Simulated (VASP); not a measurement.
# AlNi (Pm-3m) in VASP: relaxation of the atoms with PBE

Aim: the relaxation of the atoms of AlNi with PBE.

Everything below comes from runs of VASP 6.6.1. Logs are shortened: lines on timing, memory, paths and dates and some standing lists are left out, and cuts for length are marked.

## 1. The cell of the first run

Symmetry: Pm-3m, No. 221, cubic system. Conventional cell: a = 2.938 Å, b = 2.938 Å, c = 2.938 Å, α = 90.00°, β = 90.00°, γ = 90.00°. Al (site symmetry m-3m) has 8 Ni at 2.54 Å and 6 Al at 2.94 Å within 3.4 Å. Ni (site symmetry m-3m) has 8 Al at 2.54 Å and 6 Ni at 2.94 Å within 3.4 Å.

## 2. Relaxation of the atoms, PBE, collinear spin, ferromagnetic start (12.67 Å³/atom)

File INCAR:

```
SYSTEM = AlNi
  ALGO = Normal
  EDIFF = 1E-7
  EDIFFG = -0.02
  ENCUT = 520
  GGA = PE
  IBRION = 2
  ISIF = 2
  ISMEAR = -1
  ISPIN = 2
  KPAR = 4
  LASPH = .True.
  LCHARG = .False.
  LMAXMIX = 4
  LORBIT = 11
  LREAL = .False.
  LWAVE = .False.
  MAGMOM = 0 1.5
  NELM = 150
  NSW = 80
  PREC = Accurate
  SIGMA = 0.05
```

File KPOINTS:

```
k-points
0
Gamma
  16 16 16
  0 0 0
```

File POSCAR:

```
AlNi
1.0
    2.9375045414      0.0000000000      0.0000000000
    0.0000000000      2.9375045414      0.0000000000
    0.0000000000      0.0000000000      2.9375045414
Al Ni
1 1
Direct
    0.0000000000      0.0000000000      0.0000000000
    0.5000000000      0.5000000000      0.5000000000
```

Potentials or basis: VASP PAW PBE potentials, release 64 (Al, Ni).

Command:

```bash
cat potpaw_PBE.64/Al/POTCAR potpaw_PBE.64/Ni/POTCAR > POTCAR
mpirun -np 4 vasp_std > vasp.out
```

OUTCAR:

```text
SYSTEM = AlNi
   EDIFF = 1E-7
   EDIFFG = -0.02
   ENCUT = 520
   GGA = PE
   IBRION = 2
   ISIF = 2
   ISMEAR = -1
   ISPIN = 2
   LASPH = .True.
   LORBIT = 11
   LREAL = .False.
   NELM = 150
   NSW = 80
   PREC = Accurate

 ion  position               nearest neighbor table
   1  0.000  0.000  0.000-   2 2.54   2 2.54   2 2.54   2 2.54   2 2.54   2 2.54   2 2.54   2 2.54

   2  0.500  0.500  0.500-   1 2.54   1 2.54   1 2.54   1 2.54   1 2.54   1 2.54   1 2.54   1 2.54

  LATTYP: Found a simple cubic cell.
 ALAT       =     2.9375045414

  Lattice vectors:

 A1 = (   2.9375045414,   0.0000000000,   0.0000000000)
 A2 = (   0.0000000000,   2.9375045414,   0.0000000000)
 A3 = (   0.0000000000,   0.0000000000,   2.9375045414)

Analysis of symmetry for initial positions (statically):
=====================================================================
 Subroutine PRICEL returns:
 Original cell was already a primitive cell.

 Routine SETGRP: Setting up the symmetry group for a
 simple cubic supercell.

 Subroutine GETGRP returns: Found 48 space group operations
 (whereof 48 operations were pure point group operations)
 out of a pool of 48 trial point group operations.

The static configuration has the point symmetry O_h .

Analysis of symmetry for dynamics (positions and initial velocities):
=====================================================================
 Subroutine PRICEL returns:
 Original cell was already a primitive cell.

 Routine SETGRP: Setting up the symmetry group for a
 simple cubic supercell.

 Subroutine GETGRP returns: Found 48 space group operations
 (whereof 48 operations were pure point group operations)
 out of a pool of 48 trial point group operations.

The dynamic configuration has the point symmetry O_h .

Analysis of structural, dynamic, and magnetic symmetry:
=====================================================================
 Subroutine PRICEL returns:
 Original cell was already a primitive cell.

 Routine SETGRP: Setting up the symmetry group for a
 simple cubic supercell.

 Subroutine GETGRP returns: Found 48 space group operations
 (whereof 48 operations were pure point group operations)
 out of a pool of 48 trial point group operations.

The overall configuration has the point symmetry O_h .

 Subroutine INISYM returns: Found 48 space group operations
 (whereof 48 operations are pure point group operations),
 and found     1 'primitive' translations

----------------------------------------------------------------------------------------

                                     Primitive cell

  volume of cell :      25.3475

  direct lattice vectors                    reciprocal lattice vectors
     2.937504541  0.000000000  0.000000000     0.340425006  0.000000000  0.000000000
     0.000000000  2.937504541  0.000000000     0.000000000  0.340425006  0.000000000
     0.000000000  0.000000000  2.937504541     0.000000000  0.000000000  0.340425006

  length of vectors
     2.937504541  2.937504541  2.937504541     0.340425006  0.340425006  0.340425006

  position of ions in fractional coordinates (direct lattice)
     0.000000000  0.000000000  0.000000000
     0.500000000  0.500000000  0.500000000

  ion indices of the primitive-cell ions
   primitive index   ion index
                 1           1
                 2           2

----------------------------------------------------------------------------------------

 KPOINTS: k-points

Automatic generation of k-mesh.
 Grid dimensions read from file:
 generate k-points for:   16   16   16

 Generating k-lattice:

  Cartesian coordinates                     Fractional coordinates (reciprocal lattice)
     0.021276563  0.000000000  0.000000000     0.062500000  0.000000000  0.000000000
     0.000000000  0.021276563  0.000000000     0.000000000  0.062500000  0.000000000
     0.000000000  0.000000000  0.021276563     0.000000000  0.000000000  0.062500000

  Length of vectors
     0.021276563  0.021276563  0.021276563

  Shift w.r.t. Gamma in fractional coordinates (k-lattice)
[... 39 lines left out ...]
   ions per type =               1   1
   NGX,Y,Z   is equivalent  to a cutoff of  13.58, 13.58, 13.58 a.u.
   NGXF,Y,Z  is equivalent  to a cutoff of  27.17, 27.17, 27.17 a.u.
 SYSTEM =  AlNi
   PREC   = accura    normal or accurate (medium, high low for compatibility)
   ISTART =      0    job   : 0-new  1-cont  2-samecut
   ICHARG =      2    charge: 1-file 2-atom 10-const
   ISPIN  =      2    spin polarized calculation?
   LNONCOLLINEAR =      F non collinear calculations
   LSORBIT =      F    spin-orbit coupling
   LASPH  =      T    aspherical Exc in radial PAW
   ENCUT  =  520.0 eV  38.22 Ry    6.18 a.u.   5.46  5.46  5.46*2*pi/ulx,y,z
   NELM   =    150;   NELMIN=  2; NELMDL= -5     # of ELM steps
   EDIFF  = 0.1E-06   stopping-criterion for ELM
   LREAL  =      F    real-space projection
   EDIFFG = -.2E-01   stopping-criterion for IOM
   NSW    =     80    number of steps for IOM
   IBRION =      2    ionic relax: 0-MD 1-quasi-New 2-CG
   NFREE  =      1    steps in history (QN), initial steepest desc. (CG)
   ISIF   =      2    stress and relaxation
   ISYM   =      2    0-nonsym 1-usesym 2-fastsym
   POTIM  = 0.5000    time-step for ionic-motion
   TEBEG  =    0.0;   TEEND  =   0.0 temperature during run
   PSTRESS=    0.0 pullay stress
   NELECT =      13.0000    total number of electrons
   NUPDOWN=      -1.0000    fix difference up-down
   EMIN   =  10.00;   EMAX   =-10.00  energy-range for DOS
   EFERMI =   0.00;   METHOD = LEGACY
   ISMEAR =    -1;   SIGMA  =   0.05  broadening in eV -4-tet -1-fermi 0-gaus
   EFERMI_NEDOS =   21; number of points for ismear=-14 and -15
   IALGO  =     38    algorithm
   IMIX   =      4    mixing-type and parameters
     AMIX     =   0.40;   BMIX     =  1.00
     AMIX_MAG =   1.60;   BMIX_MAG =  1.00
  volume/ion in A,a.u.               =      12.67        85.53
  Fermi-wavevector in a.u.,A,eV,Ry     =   1.310421  2.476336 23.363956  1.717202
  Thomas-Fermi vector in A             =   2.440952
   LORBIT       =     11    0 simple, 1 ext, 2 COOP (PROOUT), +10 PAW based schemes
   GGA     = PE    functional components
   LHFCALC =     F    Hartree Fock is set to
   AEXX    =    0.0000 exact exchange contribution
   IVDW    =     0    specifies the selected vdW correction
   LEPSILON=     F    determine dielectric tensor
   LRPA    =     F    only Hartree local field effects (RPA)
 conjugate gradient relaxation of ions
 spin polarized calculation
  energy-cutoff  :      520.00
  volume of cell :       25.35
 maximum number of plane-waves:       707
 NGX is ok and might be reduce to    24
   NGX = 11   NGY = 11   NGZ = 11

 number of electron      12.9999995 magnetization       0.0006788

 number of electron      12.9999995 magnetization      -0.0000097

 Free energy of the ion-electron system (eV)
  ---------------------------------------------------
  ext. energy  EPLUGINS =         0.00000000
  ---------------------------------------------------
  free energy    TOTEN  =       -10.51840372 eV

  energy without entropy =      -10.51158883  energy(sigma->0) =      -10.51499628

 E-fermi :   9.2827     XC(G=0): -11.7713

 val. band max:        9.2801615283   @ k =   0.3750   0.3125   0.1250
 cond. band min:       9.3132562337   @ k =   0.3125   0.0625   0.0000
 fundamental gap:      0.0330947054
 Fermi energy:         9.2826576136

 spin component 1

 k-point     1 :       0.0000    0.0000    0.0000
  band No.  band energies     occupation
      1      -1.4433      1.00000
      2       6.3211      1.00000
      3       6.3211      1.00000
      4       7.8534      1.00000
      5       7.8534      1.00000
      6       7.8534      1.00000
      7      14.5348      0.00000
      8      14.5348      0.00000
      9      14.5348      0.00000
     10      17.2157      0.00000
     11      17.2157      0.00000
[... 310 lines left out ...]
  band No.  band energies     occupation
      1       2.7542      1.00000
      2       3.0946      1.00000
      3       6.8065      1.00000
      4       7.1375      1.00000
      5       7.2262      1.00000
      6       7.8434      1.00000
      7       8.6617      1.00000
      8      15.9898      0.00000
      9      16.9366      0.00000
     10      19.4291      0.00000
     11      19.7134      0.00000

 [... further k-points ...]

 spin component 2

 k-point     1 :       0.0000    0.0000    0.0000
  band No.  band energies     occupation
      1      -1.4433      1.00000
      2       6.3212      1.00000
      3       6.3212      1.00000
      4       7.8535      1.00000
      5       7.8535      1.00000
      6       7.8535      1.00000
      7      14.5349      0.00000
      8      14.5349      0.00000
      9      14.5349      0.00000
     10      17.2157      0.00000
     11      17.2157      0.00000
[... 310 lines left out ...]
  band No.  band energies     occupation
      1       2.7542      1.00000
      2       3.0946      1.00000
      3       6.8066      1.00000
      4       7.1375      1.00000
      5       7.2262      1.00000
      6       7.8434      1.00000
      7       8.6618      1.00000
      8      15.9898      0.00000
      9      16.9366      0.00000
     10      19.4292      0.00000
     11      19.7135      0.00000

 [... further k-points ...]

------------------------ aborting loop because EDIFF is reached ----------------------------------------

  FORCE on cell =-STRESS in cart. coord.  units (eV):
  Direction    XX          YY          ZZ          XY          YZ          ZX
  --------------------------------------------------------------------------------------
  -------------------------------------------------------------------------------------
  Total       -1.0344629     -1.0344629     -1.0344629      0.0000000      0.0000000     -0.0000000
  in kB      -65.3867649    -65.3867649    -65.3867649      0.0000000      0.0000000     -0.0000000
  external PRESSURE =     -65.3867649 kB  Pullay stress =       0.0000000 kB

 VOLUME and BASIS-vectors are now :
 -----------------------------------------------------------------------------
  energy-cutoff  :      520.00
  volume of cell :       25.35
      direct lattice vectors                 reciprocal lattice vectors
     2.937504541  0.000000000  0.000000000     0.340425006  0.000000000  0.000000000
     0.000000000  2.937504541  0.000000000     0.000000000  0.340425006  0.000000000
     0.000000000  0.000000000  2.937504541     0.000000000  0.000000000  0.340425006

 POSITION                                       TOTAL-FORCE (eV/Angst)
 -----------------------------------------------------------------------------------
      0.00000      0.00000      0.00000         0.000000      0.000000      0.000000
      1.46875      1.46875      1.46875         0.000000      0.000000      0.000000
 -----------------------------------------------------------------------------------
    total drift:                                0.000000      0.000000     -0.000000

  FREE ENERGIE OF THE ION-ELECTRON SYSTEM (eV)
  ---------------------------------------------------
  free  energy   TOTEN  =       -10.5184037240 eV

  energy  without entropy=      -10.5115888272  energy(sigma->0) =      -10.51499628

 reached required accuracy - stopping structural energy minimisation

 total charge

# of ion       s       p       d       tot
------------------------------------------
    1        0.380   0.389   0.000   0.769
    2        0.452   0.467   8.450   9.369
--------------------------------------------------
tot          0.832   0.856   8.450  10.138

 magnetization (x)

# of ion       s       p       d       tot
------------------------------------------
    1       -0.000   0.000   0.000  -0.000
    2        0.000   0.000   0.000   0.000
--------------------------------------------------
tot          0.000   0.000   0.000   0.000
```

Run time: 19 s. Hardware: 4 MPI ranks of AMD EPYC 7R13 (Zen 3), shared host; peak memory 0.18 GiB.

What came out:

* Free energy: -10.5184 eV
* Pressure after relaxing: -6.5 GPa
* Net moment: 0.00 μB per cell
* Valence electrons inside the program's atomic spheres: Al 0.77; Ni 9.37

Final structure:
```yaml
crystal:
  lattice:
    - [2.93750, 0.00000, 0.00000]
    - [0.00000, 2.93750, 0.00000]
    - [0.00000, 0.00000, 2.93750]
  atoms:
    - { symbol: Al, position: [0.00000, 0.00000, 0.00000] }
    - { symbol: Ni, position: [0.50000, 0.50000, 0.50000] }
```

Caveat: the relaxation stopped at its first step, so nothing moved; the moments typed at the start vanished in this run.
